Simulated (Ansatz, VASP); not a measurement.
# AlP in VASP and in Ansatz

Contents of INCAR:

```
SYSTEM = AlP
PREC = Accurate
ENCUT = 500
EDIFF = 1E-6
ISMEAR = 0
SIGMA = 0.01
LREAL = .False.
LASPH = .True.
NELM = 120
ALGO = Normal
ISIF = 2
LWAVE = .False.
LCHARG = .False.
GGA = PS
NBANDS = 11
GGA_COMPAT = .False.
```

Contents of KPOINTS:

```
regular mesh
0
Gamma
  8 8 8
  0 0 0
```

File POSCAR:

```
AlP
1.0
    0.0000000000      2.7351224707      2.7214468584
    2.7351224707      0.0000000000      2.7214468584
    2.7351224707      2.7351224707      0.0000000000
Al P
1 1
Direct
    0.0000000000      0.0000000000      0.0000000000
    0.7500000000      0.7500000000      0.7500000000
```

Input for Ansatz:

```yaml
crystal:
  lattice:
    - [0.0, 2.73512247073, 2.72144685837]
    - [2.73512247073, 0.0, 2.72144685837]
    - [2.73512247073, 2.73512247073, 0.0]
  atoms:
    - { symbol: Al, position: [0.0, 0.0, 0.0] }
    - { symbol: P, position: [0.75, 0.75, 0.75] }
kpoints:
  mp_grid: { grid: [8, 8, 8] }
scf:
  occupations: { method: fixed }
  convergence: { dr2_threshold: 1.0e-10 }
hamiltonian:
  xc: pbesol
  pseudopotentials: { kind: paw }
output:
  forces: true
  stress: true
  eigenstates:
    kpoints:
      - [0.0, 0.0, 0.0]
      - [0.0, -0.5, -0.5]
      - [-0.5, 0.0, -0.5]
      - [-0.5, -0.5, 0.0]
      - [0.0, 0.5, 0.0]
      - [0.5, 0.0, 0.0]
      - [0.0, 0.0, 0.5]
      - [0.5, 0.5, 0.5]
  eigenvalues: true
```

Change from the starting cell: z stretched by -0.5 %, x and y held, PAW files.

Alike in both runs: task single point; functional PBEsol; k mesh 8 × 8 × 8; no spin polarisation.

|  | VASP | Ansatz |
| --- | --- | --- |
| version | VASP 6.6.1 | Ansatz 0.2.0 |
| potentials or method | VASP PAW PBE potentials, release 64 (Al, P) | PAW with Ansatz's default frozen-core files, scalar-relativistic |
| plane-wave cutoff (eV) | 500 | 420 |
| occupations | gaussian, width 0.01 eV | fixed |
| valence electrons in the cell | 8 | 8 |

```csv
,VASP,Ansatz,Ansatz less VASP
gap on the k mesh at the Fermi level (eV),1.41,1.41,+0.003
pressure (GPa),0.5,0.5,-0.03
"traceless stress, the component that is largest in VASP (GPa)",0.20,0.20,0.000
```

VASP's potentials were made for PBE, not for PBEsol.
